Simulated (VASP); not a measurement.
# Pt in VASP: single point with r2SCAN

Aim: the single point of Pt with r2SCAN.

Program: VASP 6.6.1. These are calculated values, not measurements. Logs are shortened: lines on timing, memory, paths and dates and some standing lists are left out, and cuts for length are marked.

### Step 1. The cell of the first run

The cell holds a slab with vacuum, 8 atoms: a = 2.786 Å, b = 3.940 Å, c = 24.752 Å, α = 90.00°, β = 90.00°, γ = 90.00°.

### Step 2. Single point, r2SCAN

POSCAR reads:

```
Pt
1.0
    2.7861568206      0.0000000000      0.0000000000
    0.0000000000      3.9402207625      0.0000000000
    0.0000000000      0.0000000000     24.7515488719
Pt
8
Direct
    0.5000000000      0.5000000000      0.3086694203
    0.0000000000      0.0000000000      0.3558334372
    0.5000000000      0.5000000000      0.4165569480
    0.0000000000      0.0000000000      0.4720816489
    0.5000000000      0.5000000000      0.5279182119
    0.0000000000      0.0000000000      0.5834431155
    0.5000000000      0.5000000000      0.6441669805
    0.0000000000      0.0000000000      0.6913302377
```

INCAR.step1 reads:

```
SYSTEM = Pt
PREC = Accurate
ENCUT = 520
ISMEAR = 0
SIGMA = 0.1
LREAL = .FALSE.
LASPH = .TRUE.
NELM = 80
LDIPOL = .TRUE.
IDIPOL = 3
DIPOL = 0.5 0.5 0.500
NBANDS = 50
GGA = PE
ALGO = Normal
EDIFF = 1E-4
LWAVE = .TRUE.
LCHARG = .FALSE.
```

INCAR.step2 reads:

```
SYSTEM = Pt
PREC = Accurate
ENCUT = 520
EDIFF = 1E-6
ISMEAR = 0
SIGMA = 0.1
LREAL = .FALSE.
LASPH = .TRUE.
NELM = 80
ALGO = Normal
ISIF = 2
LWAVE = .FALSE.
LCHARG = .TRUE.
LDIPOL = .TRUE.
IDIPOL = 3
DIPOL = 0.5 0.5 0.500
METAGGA = R2SCAN
LMIXTAU = .TRUE.
LELF = .TRUE.
LVHAR = .TRUE.
LVACPOTAV = .TRUE.
NBANDS = 50
ISTART = 1
```

KPOINTS reads:

```
regular mesh
0
G
  12 9 1
  0 0 0
```

Potentials or basis: VASP PAW PBE potentials, release 64 (Pt).

Launch:

```bash
cat potpaw_PBE.64/Pt/POTCAR > POTCAR
cp INCAR.step1 INCAR
mpirun -np 1 vasp_std > vasp.out
cp INCAR.step2 INCAR
mpirun -np 1 vasp_std > vasp.out
```

OUTCAR:

```text
SYSTEM = Pt
   PREC = Accurate
   ENCUT = 520
   EDIFF = 1E-6
   ISMEAR = 0
   LREAL = .FALSE.
   LASPH = .TRUE.
   NELM = 80
   ISIF = 2
   METAGGA = R2SCAN
   ISTART = 1

 ion  position               nearest neighbor table
   1  0.500  0.500  0.309-   3 2.67   2 2.68   2 2.68   2 2.68   2 2.68
   2  0.000  0.000  0.356-   1 2.68   1 2.68   1 2.68   1 2.68   3 2.84   3 2.84   3 2.84   3 2.84
                             4 2.88
   3  0.500  0.500  0.417-   1 2.67   5 2.76   4 2.78   4 2.78   4 2.78   4 2.78   2 2.84   2 2.84
                             2 2.84   2 2.84
   4  0.000  0.000  0.472-   6 2.76   3 2.78   3 2.78   3 2.78   3 2.78   5 2.78   5 2.78   5 2.78
                             5 2.78   2 2.88
   5  0.500  0.500  0.528-   3 2.76   6 2.78   6 2.78   6 2.78   6 2.78   4 2.78   4 2.78   4 2.78
                             4 2.78   7 2.88
   6  0.000  0.000  0.583-   8 2.67   4 2.76   5 2.78   5 2.78   5 2.78   5 2.78   7 2.84   7 2.84
                             7 2.84   7 2.84
   7  0.500  0.500  0.644-   8 2.68   8 2.68   8 2.68   8 2.68   6 2.84   6 2.84   6 2.84   6 2.84
                             5 2.88
   8  0.000  0.000  0.691-   6 2.67   7 2.68   7 2.68   7 2.68   7 2.68

  LATTYP: Found a simple orthorhombic cell.
 ALAT       =     2.7861568206
 B/A-ratio  =     1.4142135623
 C/A-ratio  =     8.8837601275

  Lattice vectors:

 A1 = (   2.7861568206,   0.0000000000,   0.0000000000)
 A2 = (   0.0000000000,   3.9402207625,   0.0000000000)
 A3 = (   0.0000000000,   0.0000000000,  24.7515488719)

Analysis of symmetry for initial positions (statically):
=====================================================================
 Subroutine PRICEL returns:
 Original cell was already a primitive cell.

 Routine SETGRP: Setting up the symmetry group for a
 simple orthorhombic supercell.

 Subroutine GETGRP returns: Found  8 space group operations
 (whereof  4 operations were pure point group operations)
 out of a pool of  8 trial point group operations.

The static configuration has the point symmetry C_2v.
 The point group associated with its full space group is D_2h.

Analysis of symmetry for dynamics (positions and initial velocities):
=====================================================================
 Subroutine PRICEL returns:
 Original cell was already a primitive cell.

 Routine SETGRP: Setting up the symmetry group for a
 simple orthorhombic supercell.

 Subroutine GETGRP returns: Found  8 space group operations
 (whereof  4 operations were pure point group operations)
 out of a pool of  8 trial point group operations.

The dynamic configuration has the point symmetry C_2v.
 The point group associated with its full space group is D_2h.

 Subroutine INISYM returns: Found  8 space group operations
 (whereof  4 operations are pure point group operations),
 and found     1 'primitive' translations

----------------------------------------------------------------------------------------

                                     Primitive cell

  volume of cell :     271.7243

  direct lattice vectors                    reciprocal lattice vectors
     2.786156821  0.000000000  0.000000000     0.358917342  0.000000000  0.000000000
     0.000000000  3.940220763  0.000000000     0.000000000  0.253792886  0.000000000
     0.000000000  0.000000000 24.751548872     0.000000000  0.000000000  0.040401512

  length of vectors
     2.786156821  3.940220763 24.751548872     0.358917342  0.253792886  0.040401512

  position of ions in fractional coordinates (direct lattice)
     0.500000000  0.500000000  0.308669420
     0.000000000  0.000000000  0.355833437
     0.500000000  0.500000000  0.416556948
     0.000000000  0.000000000  0.472081649
     0.500000000  0.500000000  0.527918212
     0.000000000  0.000000000  0.583443116
     0.500000000  0.500000000  0.644166981
     0.000000000  0.000000000  0.691330238

  ion indices of the primitive-cell ions
   primitive index   ion index
                 1           1
                 2           2
                 3           3
                 4           4
                 5           5
                 6           6
                 7           7
                 8           8

----------------------------------------------------------------------------------------

 KPOINTS: regular mesh

Automatic generation of k-mesh.
 Grid dimensions read from file:
 generate k-points for:   12    9    1

 Generating k-lattice:

  Cartesian coordinates                     Fractional coordinates (reciprocal lattice)
     0.029909778  0.000000000  0.000000000     0.083333333  0.000000000  0.000000000
     0.000000000  0.028199210  0.000000000     0.000000000  0.111111111  0.000000000
     0.000000000  0.000000000  0.040401512     0.000000000  0.000000000  1.000000000

  Length of vectors
     0.029909778  0.028199210  0.040401512

  Shift w.r.t. Gamma in fractional coordinates (k-lattice)
     0.000000000  0.000000000  0.000000000

 Subroutine IBZKPT returns following result:
 ===========================================

 Found     35 irreducible k-points:

 Following reciprocal coordinates:
            Coordinates               Weight
  0.000000  0.000000  0.000000      1.000000
  0.083333  0.000000  0.000000      2.000000
  0.166667  0.000000  0.000000      2.000000
  0.250000  0.000000  0.000000      2.000000
  0.333333  0.000000  0.000000      2.000000
  0.416667  0.000000  0.000000      2.000000
[... 16 lines left out ...]
  0.083333  0.333333  0.000000      4.000000
  0.166667  0.333333  0.000000      4.000000
 [... further k-points ...]
   k-points           NKPTS =     35   k-points in BZ     NKDIM =     35   number of bands    NBANDS=     50
   number of dos      NEDOS =    301   number of ions     NIONS =      8
   total plane-waves  NPLWV = 138240
   dimension x,y,z NGX =    24 NGY =   30 NGZ =  192
   dimension x,y,z NGXF=    48 NGYF=   60 NGZF=  384
   ions per type =               8
   NGX,Y,Z   is equivalent  to a cutoff of  14.32, 12.66, 12.90 a.u.
   NGXF,Y,Z  is equivalent  to a cutoff of  28.64, 25.32, 25.79 a.u.
 SYSTEM =  Pt
   PREC   = accura    normal or accurate (medium, high low for compatibility)
   ISTART =      1    job   : 0-new  1-cont  2-samecut
   ICHARG =      0    charge: 1-file 2-atom 10-const
   ISPIN  =      1    spin polarized calculation?
   LNONCOLLINEAR =      F non collinear calculations
   LSORBIT =      F    spin-orbit coupling
   LASPH  =      T    aspherical Exc in radial PAW
   ENCUT  =  520.0 eV  38.22 Ry    6.18 a.u.   5.18  7.33 46.02*2*pi/ulx,y,z
   NELM   =     80;   NELMIN=  2; NELMDL=  0     # of ELM steps
   EDIFF  = 0.1E-05   stopping-criterion for ELM
   LREAL  =      F    real-space projection
   EDIFFG = 0.1E-04   stopping-criterion for IOM
   NSW    =      0    number of steps for IOM
   IBRION =     -1    ionic relax: 0-MD 1-quasi-New 2-CG
   NFREE  =      0    steps in history (QN), initial steepest desc. (CG)
   ISIF   =      2    stress and relaxation
   ISYM   =      2    0-nonsym 1-usesym 2-fastsym
   POTIM  = 0.5000    time-step for ionic-motion
   TEBEG  =    0.0;   TEEND  =   0.0 temperature during run
   PSTRESS=    0.0 pullay stress
   NELECT =      80.0000    total number of electrons
   NUPDOWN=      -1.0000    fix difference up-down
   EMIN   =  10.00;   EMAX   =-10.00  energy-range for DOS
   EFERMI =   0.00;   METHOD = LEGACY
   ISMEAR =     0;   SIGMA  =   0.10  broadening in eV -4-tet -1-fermi 0-gaus
   EFERMI_NEDOS =   21; number of points for ismear=-14 and -15
   IALGO  =     38    algorithm
   IMIX   =      4    mixing-type and parameters
     AMIX     =   0.40;   BMIX     =  1.00
     AMIX_MAG =   1.60;   BMIX_MAG =  1.00
  volume/ion in A,a.u.               =      33.97       229.21
  Fermi-wavevector in a.u.,A,eV,Ry     =   1.089086  2.058073 16.137970  1.186107
  Thomas-Fermi vector in A             =   2.225281
   LORBIT       =      0    0 simple, 1 ext, 2 COOP (PROOUT), +10 PAW based schemes
   METAGGA = R2SCAN    functional components
   LHFCALC =     F    Hartree Fock is set to
   AEXX    =    0.0000 exact exchange contribution
   IVDW    =     0    specifies the selected vdW correction
   LEPSILON=     F    determine dielectric tensor
   LRPA    =     F    only Hartree local field effects (RPA)
 non-spin polarized calculation
 Gauss-broadening in eV      SIGMA  =   0.10
  energy-cutoff  :      520.00
  volume of cell :      271.72
 maximum number of plane-waves:      7372
 NGX is ok and might be reduce to    24
   NGX = 11   NGY = 15   NGZ = 93

 number of electron      80.0000004 magnetization

 dipolmoment           0.000000      0.000000     -0.000000 electrons x Angstroem

 Free energy of the ion-electron system (eV)
  ---------------------------------------------------
  ext. energy  EPLUGINS =         0.00000000
  ---------------------------------------------------
  free energy    TOTEN  =      -409.19117231 eV

  energy without entropy =     -409.11559552  energy(sigma->0) =     -409.15338391

 E-fermi :   1.9152     XC(G=0):  -7.2181

 val. band max:        1.9131505465   @ k =   0.1667   0.2222   0.0000
 cond. band min:       1.9210019954   @ k =   0.0833   0.1111   0.0000
 fundamental gap:      0.0078514489
 Fermi energy:         1.9152263404

 k-point     1 :       0.0000    0.0000    0.0000
  band No.  band energies     occupation
      1      -8.0388      2.00000
      2      -7.0366      2.00000
      3      -5.7736      2.00000
      4      -4.9949      2.00000
      5      -4.5716      2.00000
      6      -4.5514      2.00000
[... 42 lines left out ...]
     49       7.1951      0.00000
     50       7.4308      0.00000

 k-point     2 :       0.0833    0.0000    0.0000
  band No.  band energies     occupation
      1      -7.8489      2.00000
      2      -6.8551      2.00000
      3      -5.6139      2.00000
      4      -4.8343      2.00000
      5      -4.4444      2.00000
      6      -4.3953      2.00000
[... 42 lines left out ...]
     49       7.5870      0.00000
     50       7.5950      0.00000

 k-point     3 :       0.1667    0.0000    0.0000
  band No.  band energies     occupation
      1      -7.3041      2.00000
      2      -6.3509      2.00000
      3      -5.2290      2.00000
      4      -4.4630      2.00000
      5      -4.1034      2.00000
      6      -4.0226      2.00000
[... 42 lines left out ...]
     49       8.0358      0.00000
     50       8.1527      0.00000

 k-point     4 :       0.2500    0.0000    0.0000
  band No.  band energies     occupation
      1      -6.4810      2.00000
      2      -5.6550      2.00000
      3      -4.9119      2.00000
      4      -4.2780      2.00000
      5      -4.0730      2.00000
      6      -3.8643      2.00000
[... 999 lines left out ...]
 k-point    23 :       0.0833    0.3333    0.0000
  band No.  band energies     occupation
      1      -6.4983      2.00000
      2      -5.8026      2.00000
      3      -5.3623      2.00000
      4      -4.9860      2.00000
      5      -4.5033      2.00000
      6      -4.4815      2.00000
[... 42 lines left out ...]
     49       5.4549      0.00000
     50       5.9089      0.00000

 k-point    24 :       0.1667    0.3333    0.0000
  band No.  band energies     occupation
      1      -6.0810      2.00000
      2      -5.3234      2.00000
      3      -4.8849      2.00000
      4      -4.5524      2.00000
      5      -4.1437      2.00000
      6      -3.9943      2.00000
[... 42 lines left out ...]
     49       6.2496      0.00000
     50       6.4807      0.00000

 [... further k-points ...]

------------------------ aborting loop because EDIFF is reached ----------------------------------------

  FORCE on cell =-STRESS in cart. coord.  units (eV):
  Direction    XX          YY          ZZ          XY          YZ          ZX
  --------------------------------------------------------------------------------------
  -------------------------------------------------------------------------------------
  Total       -4.9440995      0.5931655      0.3180523      0.0000000      0.0000000      0.0000000
  in kB      -29.1520630      3.4975023      1.8753425      0.0000000      0.0000000      0.0000000
  external PRESSURE =      -7.9264061 kB  Pullay stress =       0.0000000 kB

 VOLUME and BASIS-vectors are now :
 -----------------------------------------------------------------------------
  energy-cutoff  :      520.00
  volume of cell :      271.72
      direct lattice vectors                 reciprocal lattice vectors
     2.786156821  0.000000000  0.000000000     0.358917342  0.000000000  0.000000000
     0.000000000  3.940220763  0.000000000     0.000000000  0.253792886  0.000000000
     0.000000000  0.000000000 24.751548872     0.000000000  0.000000000  0.040401512

 POSITION                                       TOTAL-FORCE (eV/Angst)
 -----------------------------------------------------------------------------------
      1.39308      1.97011      7.64005         0.000000      0.000000     -0.035291
      0.00000      0.00000      8.80743         0.000000      0.000000     -0.003649
      1.39308      1.97011     10.31043         0.000000      0.000000     -0.005107
      0.00000      0.00000     11.68475         0.000000      0.000000     -0.000331
      1.39308      1.97011     13.06679         0.000000      0.000000      0.000331
      0.00000      0.00000     14.44112         0.000000      0.000000      0.005107
      1.39308      1.97011     15.94413         0.000000      0.000000      0.003649
      0.00000      0.00000     17.11149         0.000000      0.000000      0.035291
 -----------------------------------------------------------------------------------
    total drift:                                0.000000     -0.000000     -0.001287

  FREE ENERGIE OF THE ION-ELECTRON SYSTEM (eV)
  ---------------------------------------------------
  free  energy   TOTEN  =      -409.1911723089 eV

  energy  without entropy=     -409.1155955202  energy(sigma->0) =     -409.15338391

 vacuum level on the upper side and lower side of the slab         7.177         7.177
```

Wall time 52 min (1 thread of Oxide Virtual Turin-like, shared host); peak memory 0.56 GiB.

What came out:

```
Free energy            : -409.1912 eV
Largest force          : 0.035 eV/Å
Band gap on the k mesh : zero (bands 40 and 41 overlap by 0.83 eV)
```

Forces in eV/Å, atoms in the order of the input:
```
Pt   0.000  0.000 -0.035
Pt   0.000  0.000 -0.004
Pt   0.000  0.000 -0.005
Pt   0.000  0.000  0.000
Pt   0.000  0.000  0.000
Pt   0.000  0.000  0.005
Pt   0.000  0.000  0.004
Pt   0.000  0.000  0.035
```

Levels at points of the mesh, in eV from the Fermi level:
```tsv
k point	band 39	band 40	band 41	band 42	band 43	band 44
(0.00, 0.00, 0.00)	-0.23	-0.21	-0.09	-0.04	0.42	0.56
(0.50, 0.00, 0.00)	0.44	0.44	2.00	2.00	2.17	2.17
```

Caveat: the PAW data sets were made with another functional, which shifts forces and pressure a little; spin-orbit coupling is left out, which moves the levels of the heavy elements.
